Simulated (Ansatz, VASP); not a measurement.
## ZnSnP2: VASP beside Ansatz

```
Zn Sn P
1.0
    -2.82521    2.82521    5.66357
     2.82521   -2.82521    5.66357
     2.82521    2.82521   -5.66357
Zn Sn P
2 2 4
Direct
  0.75000 0.25000 0.50000
  0.00000 0.00000 0.00000
  0.25000 0.75000 0.50000
  0.50000 0.50000 0.00000
  0.37500 0.35326 0.47826
  0.64674 0.12500 0.02174
  0.10326 0.62500 0.97826
  0.87500 0.89674 0.52174
```

Alike in both runs: task single point; functional PBE; k mesh 6 × 6 × 6; occupations fermi-dirac, width 0.02 eV; non-collinear spin, spin-orbit coupling.

|  | VASP | Ansatz |
| --- | --- | --- |
| version | VASP 6.6.1 | Ansatz 0.2.0 |
| potentials or method | VASP PAW PBE potentials, release 64 (Zn, Sn_d, P) | plane waves, PAW |
| plane-wave cutoff (eV) | 500 | 420 |
| valence electrons in the cell | 72 | 72 |

VASP gave:

| Property | Result |
| --- | --- |
| pressure (GPa) | 2.0 |
| rms of the force components (eV/Å) | 0.025 |
| net moment per atom (μB) | 0.00 |

Problem. What did Ansatz give for the same quantities?

Solution. Pressure (GPa): 2.0; rms of the force components (eV/Å): 0.035; net moment per atom (μB): 0.00.

Atom by atom the forces differ by 0.010 eV/Å (rms over components). The functional is the same, so the differences come from potentials, cutoffs and numerics.
